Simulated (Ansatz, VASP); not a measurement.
# One calculation of Cs3Hf, two programs

```
Cs Hf
1.0
     6.34571    0.00000    0.00000
     0.00000    6.34571    0.00000
     0.00000    0.00000    6.34571
Cs Hf
3 1
Direct
  0.00000 0.50000 0.50000
  0.50000 0.00000 0.50000
  0.50000 0.50000 0.00000
  0.00000 0.00000 0.00000
```

Alike in both runs: functional PBE; k mesh 8 × 8 × 8; occupations gaussian, width 0.1 eV; no spin polarisation.

Ansatz relaxed the structure, and its values are those at the end. VASP's run is a single point on that final structure, the one shown.

```csv
,VASP,Ansatz
version,VASP 6.6.1,Ansatz 0.2.0
potentials or method,"VASP PAW PBE potentials, release 64 (Cs_sv, Hf_pv), cutoff 520 eV","scalar-relativistic, plane waves, PAW"
valence electrons in the cell,37,53
```

|  | VASP | Ansatz | Ansatz less VASP |
| --- | --- | --- | --- |
| gap on the k mesh at the Fermi level (eV) | none | none | - |
| pressure (GPa) | 0.0 | 0.0 | +0.01 |

A gap of «none» marks a metal or a gap that the smearing closes. With one functional, cell and mesh, what is left measures potentials, basis and numerics. VASP's potentials hold 37 valence electrons a cell and Ansatz's 53, so a difference there can come from the potentials and not from the codes.

Spin-orbit coupling is off throughout.
